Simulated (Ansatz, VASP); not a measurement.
**WS2 in VASP and in Ansatz**

```
W S
1.0
     3.18352    0.00000    0.00000
    -1.59176    2.75701    0.00000
     0.00000    0.00000   16.95058
W S
1 2
Direct
  0.00000 0.00000 0.00000
  0.33333 0.66667 0.09200
  0.33333 0.66667 0.90800
```

Alike in both runs: task single point; functional PBE; k mesh 10 × 10 × 2; occupations gaussian, width 0.019 eV; no spin polarisation.

```csv
,VASP,Ansatz
version,VASP 6.6.1,Ansatz 0.2.0
potentials or method,"VASP PAW PBE potentials, release 64 (W_sv, S)",Ansatz PAW
plane-wave cutoff (eV),520,420
valence electrons in the cell,26,26
```

|  | VASP | Ansatz | Ansatz less VASP |
| --- | --- | --- | --- |
| gap on the k mesh at the Fermi level (eV) | 2.00 | 1.99 | -0.013 |
| least direct gap on the mesh (eV) | 2.16 | 2.15 | -0.003 |
| rms of the force components (eV/Å) | 0.124 | 0.122 | -0.0018 |

Atom by atom the forces differ by 0.002 eV/Å (rms over components). With one functional, cell and mesh, what is left measures potentials, basis and numerics.

Spin-orbit coupling is off throughout.
